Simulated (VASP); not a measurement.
# Ta (Fmmm) in VASP: further runs

Ta is run at these levels: PBEsol; tasks: single point.

Program: VASP 6.6.1. These are calculated values, not measurements. Logs are shortened: lines on timing, memory, paths and dates and some standing lists are left out, and cuts for length are marked.

## Step 1: The cell of the first run

Symmetry: Fmmm, No. 69, orthorhombic system. The conventional cell has a = 3.303 Å, b = 4.630 Å, c = 4.711 Å, α = 90.00°, β = 90.00°, γ = 90.00°. Within 3.7 Å of Ta (site symmetry mmm) lie 14 Ta at 2.84 to 3.30 Å.

## Step 2: Single point, PBEsol (strain +0.0175 x Voigt [0, 0, 0, 0, 1, 0])

The input, INCAR:

```
PREC     = Accurate       # precision mode
ENCUT    = 520            # plane-wave cutoff, eV
EDIFF    = 1E-7           # SCF threshold, eV
ISMEAR   = 0              # smearing method
SIGMA    = 0.15           # smearing width, eV
LREAL    = F              # projectors in reciprocal space
LASPH    = T              # aspherical terms in the spheres
NELM     = 80             # most SCF steps
ALGO     = Fast           # electronic algorithm
ISIF     = 2              # what is computed and relaxed
LWAVE    = F              # write WAVECAR
LCHARG   = F              # write CHGCAR
GGA      = PS             # functional
NBANDS   = 12             # bands
```

The input, KPOINTS:

```
regular mesh
0
Gamma
  20 20 20
```

The input, POSCAR:

```
Ta
1.0
   -1.6368313000      1.6512800000      1.6368313000
    1.6657287000     -1.6512800000      1.6657287000
    1.6368313000      1.6512800000     -1.6368313000
Ta
1
Direct
    0.0000000000      0.0000000000      0.0000000000
```

Potentials or basis: VASP PAW PBE potentials, release 64 (Ta_pv).

The run is started by

```sh
> cat potpaw_PBE.64/Ta_pv/POTCAR > POTCAR
> mpirun -np 1 vasp_std > vasp.out
```

OUTCAR:

```text
PREC = Accurate
   ENCUT = 520
   EDIFF = 1E-7
   ISMEAR = 0
   LREAL = F
   LASPH = T
   NELM = 80
   ISIF = 2
   GGA = PS

 ion  position               nearest neighbor table
   1  0.000  0.000  0.000-

  LATTYP: Found a face centered orthorhombic cell.
 ALAT       =     3.3025600000
 B/A-ratio  =     1.4018391937
 C/A-ratio  =     1.4265879310

  Lattice vectors:

 A1 = (  -0.0288974000,   0.0000000000,  -3.3025600000)
 A2 = (  -1.6657287000,   1.6512800000,  -1.6657287000)
 A3 = (   1.6368313000,   1.6512800000,  -1.6368313000)

Analysis of symmetry for initial positions (statically):
=====================================================================
 Subroutine PRICEL returns:
 Original cell was already a primitive cell.

 Routine SETGRP: Setting up the symmetry group for a
 face centered orthorhombic supercell.

 Subroutine GETGRP returns: Found  8 space group operations
 (whereof  8 operations were pure point group operations)
 out of a pool of  8 trial point group operations.

The static configuration has the point symmetry D_2h.

Analysis of symmetry for dynamics (positions and initial velocities):
=====================================================================
 Subroutine PRICEL returns:
 Original cell was already a primitive cell.

 Routine SETGRP: Setting up the symmetry group for a
 face centered orthorhombic supercell.

 Subroutine GETGRP returns: Found  8 space group operations
 (whereof  8 operations were pure point group operations)
 out of a pool of  8 trial point group operations.

The dynamic configuration has the point symmetry D_2h.

 Subroutine INISYM returns: Found  8 space group operations
 (whereof  8 operations are pure point group operations),
 and found     1 'primitive' translations

----------------------------------------------------------------------------------------

                                     Primitive cell

  volume of cell :      18.0090

  direct lattice vectors                    reciprocal lattice vectors
    -1.636831300  1.651280000  1.636831300    -0.002649663  0.302795407  0.302818592
     1.665728700 -1.651280000  1.665728700     0.300168929  0.000000000  0.300168929
     1.636831300  1.651280000 -1.636831300     0.302818592  0.302795407 -0.002649663

  length of vectors
     2.843441409  2.876808969  2.843441409     0.428241963  0.424502970  0.428241963

  position of ions in fractional coordinates (direct lattice)
     0.000000000  0.000000000  0.000000000

  ion indices of the primitive-cell ions
   primitive index   ion index
                 1           1

----------------------------------------------------------------------------------------

 KPOINTS: regular mesh

Automatic generation of k-mesh.
 Grid dimensions read from file:
 generate k-points for:   20   20   20

 Generating k-lattice:

  Cartesian coordinates                     Fractional coordinates (reciprocal lattice)
    -0.000132483  0.015139770  0.015140930     0.050000000  0.000000000 -0.000000000
     0.015008446  0.000000000  0.015008446     0.000000000  0.050000000  0.000000000
     0.015140930  0.015139770 -0.000132483    -0.000000000  0.000000000  0.050000000

  Length of vectors
     0.021412098  0.021225149  0.021412098

  Shift w.r.t. Gamma in fractional coordinates (k-lattice)
     0.000000000  0.000000000  0.000000000

 Subroutine IBZKPT returns following result:
 ===========================================

 Found   1166 irreducible k-points:

 Following reciprocal coordinates:
            Coordinates               Weight
  0.000000  0.000000  0.000000      1.000000
  0.050000 -0.000000  0.000000      8.000000
  0.100000 -0.000000  0.000000      8.000000
  0.150000  0.000000  0.000000      8.000000
  0.200000 -0.000000  0.000000      8.000000
  0.250000  0.000000  0.000000      8.000000
[... 16 lines left out ...]
 -0.450000  0.050000 -0.000000      8.000000
 -0.400000  0.050000 -0.000000      8.000000
 [... further k-points ...]
   k-points           NKPTS =   1166   k-points in BZ     NKDIM =   1166   number of bands    NBANDS=     12
   number of dos      NEDOS =    301   number of ions     NIONS =      1
   total plane-waves  NPLWV =  13824
   dimension x,y,z NGX =    24 NGY =   24 NGZ =   24
   dimension x,y,z NGXF=    48 NGYF=   48 NGZF=   48
   ions per type =               1
   NGX,Y,Z   is equivalent  to a cutoff of  14.03, 13.87, 14.03 a.u.
   NGXF,Y,Z  is equivalent  to a cutoff of  28.06, 27.74, 28.06 a.u.
 SYSTEM =  unknown system
   PREC   = accura    normal or accurate (medium, high low for compatibility)
   ISTART =      0    job   : 0-new  1-cont  2-samecut
   ICHARG =      2    charge: 1-file 2-atom 10-const
   ISPIN  =      1    spin polarized calculation?
   LNONCOLLINEAR =      F non collinear calculations
   LSORBIT =      F    spin-orbit coupling
   LASPH  =      T    aspherical Exc in radial PAW
   ENCUT  =  520.0 eV  38.22 Ry    6.18 a.u.   5.29  5.35  5.29*2*pi/ulx,y,z
   NELM   =     80;   NELMIN=  2; NELMDL= -5     # of ELM steps
   EDIFF  = 0.1E-06   stopping-criterion for ELM
   LREAL  =      F    real-space projection
   EDIFFG = 0.1E-05   stopping-criterion for IOM
   NSW    =      0    number of steps for IOM
   IBRION =     -1    ionic relax: 0-MD 1-quasi-New 2-CG
   NFREE  =      0    steps in history (QN), initial steepest desc. (CG)
   ISIF   =      2    stress and relaxation
   ISYM   =      2    0-nonsym 1-usesym 2-fastsym
   POTIM  = 0.5000    time-step for ionic-motion
   TEBEG  =    0.0;   TEEND  =   0.0 temperature during run
   PSTRESS=    0.0 pullay stress
   NELECT =      11.0000    total number of electrons
   NUPDOWN=      -1.0000    fix difference up-down
   EMIN   =  10.00;   EMAX   =-10.00  energy-range for DOS
   EFERMI =   0.00;   METHOD = LEGACY
   ISMEAR =     0;   SIGMA  =   0.15  broadening in eV -4-tet -1-fermi 0-gaus
   EFERMI_NEDOS =   21; number of points for ismear=-14 and -15
   IALGO  =     68    algorithm
   IMIX   =      4    mixing-type and parameters
     AMIX     =   0.40;   BMIX     =  1.00
     AMIX_MAG =   1.60;   BMIX_MAG =  1.00
  volume/ion in A,a.u.               =      18.01       121.53
  Fermi-wavevector in a.u.,A,eV,Ry     =   1.389023  2.624873 26.250874  1.929385
  Thomas-Fermi vector in A             =   2.513093
   LORBIT       =      0    0 simple, 1 ext, 2 COOP (PROOUT), +10 PAW based schemes
   GGA     = PS    functional components
   LHFCALC =     F    Hartree Fock is set to
   AEXX    =    0.0000 exact exchange contribution
   IVDW    =     0    specifies the selected vdW correction
   LEPSILON=     F    determine dielectric tensor
   LRPA    =     F    only Hartree local field effects (RPA)
 non-spin polarized calculation
 RMM-DIIS sequential band-by-band and
 Gauss-broadening in eV      SIGMA  =   0.15
  energy-cutoff  :      520.00
  volume of cell :       18.01
 maximum number of plane-waves:       495
 NGX is ok and might be reduce to    24
   NGX = 11   NGY = 11   NGZ = 11

 number of electron      11.0000002 magnetization

 Free energy of the ion-electron system (eV)
  ---------------------------------------------------
  ext. energy  EPLUGINS =         0.00000000
  ---------------------------------------------------
  free energy    TOTEN  =       -12.55380566 eV

  energy without entropy =      -12.53931552  energy(sigma->0) =      -12.54656059

 E-fermi :   5.3091     XC(G=0): -12.7292

 val. band max:        5.3088584651   @ k =  -0.2500   0.0000   0.2500
 cond. band min:       5.3167991509   @ k =   0.4000  -0.3500   0.0500
 fundamental gap:      0.0079406858
 Fermi energy:         5.3091462273

 k-point     1 :       0.0000    0.0000    0.0000
  band No.  band energies     occupation
      1     -27.7315      2.00000
      2     -27.7042      2.00000
      3     -27.6788      2.00000
      4      -2.6073      2.00000
      5       5.8991      0.00000
      6       6.0309      0.00000
      7       6.1828      0.00000
      8       9.3131      0.00000
      9       9.3243      0.00000
     10      20.2004      0.00000
     11      20.3659      0.00000
     12      20.5300      0.00000

 k-point     2 :       0.0500   -0.0000    0.0000
  band No.  band energies     occupation
      1     -27.7485      2.00000
      2     -27.7194      2.00000
      3     -27.6880      2.00000
      4      -2.4947      2.00000
      5       5.8790      0.00000
      6       6.0391      0.00000
      7       6.2115      0.00000
      8       9.1930      0.00000
      9       9.3212      0.00000
     10      20.3713      0.00000
     11      20.5723      0.00000
     12      20.7535      0.00000

 k-point     3 :       0.1000   -0.0000    0.0000
  band No.  band energies     occupation
      1     -27.8295      2.00000
      2     -27.7486      2.00000
      3     -27.6971      2.00000
      4      -2.1661      2.00000
      5       5.7247      0.00009
      6       5.9568      0.00000
      7       6.4890      0.00000
      8       8.9172      0.00000
      9       9.3250      0.00000
     10      20.6980      0.00000
     11      21.1502      0.00000
     12      21.4823      0.00000
[... 286 lines left out ...]
 k-point    23 :      -0.4500    0.0500   -0.0000
  band No.  band energies     occupation
      1     -28.8238      2.00000
      2     -28.0757      2.00000
      3     -27.7197      2.00000
      4       0.9997      2.00000
      5       3.8745      2.00000
      6       6.2120      0.00000
      7       9.2257      0.00000
      8      10.1577      0.00000
      9      12.4978      0.00000
     10      17.5085      0.00000
     11      17.9362      0.00000
     12      20.0005      0.00000

 k-point    24 :      -0.4000    0.0500   -0.0000
  band No.  band energies     occupation
      1     -28.7270      2.00000
      2     -28.0398      2.00000
      3     -27.7186      2.00000
      4       0.9036      2.00000
      5       4.0405      2.00000
      6       5.5970      0.00666
      7       9.1580      0.00000
      8       9.9840      0.00000
      9      11.4968      0.00000
     10      18.2863      0.00000
     11      18.8526      0.00000
     12      20.0113      0.00000

 [... further k-points ...]

------------------------ aborting loop because EDIFF is reached ----------------------------------------

  FORCE on cell =-STRESS in cart. coord.  units (eV):
  Direction    XX          YY          ZZ          XY          YZ          ZX
  --------------------------------------------------------------------------------------
  -------------------------------------------------------------------------------------
  Total       -0.4051331     -0.3976420     -0.4051331      0.0000000      0.0000000     -0.1508578
  in kB      -36.0428703    -35.3764274    -36.0428703      0.0000000      0.0000000    -13.4211443
  external PRESSURE =     -35.8207227 kB  Pullay stress =       0.0000000 kB

 VOLUME and BASIS-vectors are now :
 -----------------------------------------------------------------------------
  energy-cutoff  :      520.00
  volume of cell :       18.01
      direct lattice vectors                 reciprocal lattice vectors
    -1.636831300  1.651280000  1.636831300    -0.002649663  0.302795407  0.302818592
     1.665728700 -1.651280000  1.665728700     0.300168929  0.000000000  0.300168929
     1.636831300  1.651280000 -1.636831300     0.302818592  0.302795407 -0.002649663

 POSITION                                       TOTAL-FORCE (eV/Angst)
 -----------------------------------------------------------------------------------
      0.00000      0.00000      0.00000         0.000000     -0.000000      0.000000
 -----------------------------------------------------------------------------------
    total drift:                                0.000000      0.000000      0.000000

  FREE ENERGIE OF THE ION-ELECTRON SYSTEM (eV)
  ---------------------------------------------------
  free  energy   TOTEN  =       -12.5538056582 eV

  energy  without entropy=      -12.5393155237  energy(sigma->0) =      -12.54656059
```

Wall time 2.5 min (1 thread of Intel Xeon 6975P-C, shared host); peak memory 0.35 GiB.

What came out:

| Quantity | Value |
| --- | --- |
| Free energy | -12.5538 eV |
| Pressure | -3.6 GPa |

Stress tensor (GPa, compression positive):
```
-3.60  0.00 -1.34
 0.00 -3.54  0.00
-1.34  0.00 -3.60
```

Levels at points of the mesh, in eV from the Fermi level:
| k point | band 2 | band 3 | band 4 | band 5 | band 6 | band 7 | band 8 | band 9 | band 10 | band 11 |
| --- | --- | --- | --- | --- | --- | --- | --- | --- | --- | --- |
| (0.00, 0.00, 0.00) | -33.01 | -32.99 | -7.92 | 0.59 | 0.72 | 0.87 | 4.00 | 4.02 | 14.89 | 15.06 |
| (0.50, 0.00, 0.00) | -33.40 | -33.02 | -4.38 | -1.54 | 1.62 | 3.88 | 4.91 | 7.81 | 11.73 | 11.97 |
| (0.00, 0.50, 0.00) | -33.37 | -33.00 | -4.40 | -1.58 | 1.49 | 4.00 | 5.05 | 7.71 | 11.50 | 12.11 |
| (0.50, 0.00, 0.50) | -33.42 | -33.04 | -4.36 | -1.51 | 1.76 | 3.77 | 4.77 | 7.94 | 11.85 | 11.94 |
| (0.50, 0.50, 0.50) | -33.84 | -33.81 | -3.80 | -3.80 | 6.67 | 6.85 | 7.04 | 8.58 | 8.67 | 8.77 |

Caveat: the cell differs from its parent crystal (strain +0.0175 x Voigt [0, 0, 0, 0, 1, 0]); the PAW data sets were made with another functional, which shifts forces and pressure a little; spin-orbit coupling is left out, which moves the levels of the heavy elements.

## Step 3: Single point, PBEsol (strain +0.0125 x Voigt [0, 0, 0, 0, 1, 0])

The input, INCAR:

```
SYSTEM = Ta
PREC = Accurate
ENCUT = 520
EDIFF = 1E-6
ISMEAR = 0
SIGMA = 0.15
LREAL = .FALSE.
LASPH = .TRUE.
NELM = 100
ALGO = Fast
ISIF = 2
LWAVE = .FALSE.
LCHARG = .FALSE.
GGA = PS
NBANDS = 12
```

The input, KPOINTS:

```
regular mesh
0
G
  20 20 20
  0 0 0
```

The input, POSCAR:

```
Ta
1.0
   -1.6409595000      1.6512800000      1.6409595000
    1.6616005000     -1.6512800000      1.6616005000
    1.6409595000      1.6512800000     -1.6409595000
Ta
1
Direct
    0.0000000000      0.0000000000      0.0000000000
```

Potentials or basis: VASP PAW PBE potentials, release 64 (Ta_pv).

The run is started by

```sh
> cat potpaw_PBE.64/Ta_pv/POTCAR > POTCAR
> mpirun -np 1 vasp_std > vasp.out
```

Run time: 1.9 min. Hardware: 1 thread of Intel Xeon 6975P-C, shared host; peak memory 0.35 GiB.

The run converged. Its results:

```yaml
Free_energy: -12.5544 eV
Pressure: -3.6 GPa
```

Stress tensor (GPa, compression positive):
```
-3.63  0.00 -0.96
 0.00 -3.59  0.00
-0.96  0.00 -3.63
```

Levels at points of the mesh, in eV from the Fermi level:
| k point | band 3 | band 4 | band 5 | band 6 | band 7 | band 8 | band 9 | band 10 |
| --- | --- | --- | --- | --- | --- | --- | --- | --- |
| (0.00, 0.00, 0.00) | -33.00 | -7.92 | 0.63 | 0.73 | 0.83 | 4.00 | 4.01 | 14.94 |
| (0.50, 0.00, 0.00) | -33.02 | -4.38 | -1.54 | 1.62 | 3.88 | 4.91 | 7.82 | 11.72 |
| (0.00, 0.50, 0.00) | -33.01 | -4.39 | -1.57 | 1.53 | 3.97 | 5.01 | 7.74 | 11.56 |
| (0.50, 0.00, 0.50) | -33.04 | -4.36 | -1.52 | 1.72 | 3.80 | 4.81 | 7.90 | 11.88 |
| (0.50, 0.50, 0.50) | -33.82 | -3.80 | -3.80 | 6.72 | 6.85 | 6.99 | 8.61 | 8.67 |

Caveat: the cell differs from its parent crystal (strain +0.0125 x Voigt [0, 0, 0, 0, 1, 0]); the PAW data sets were made with another functional, which shifts forces and pressure a little; spin-orbit coupling is left out, which moves the levels of the heavy elements.

[end of part 1 of 2]
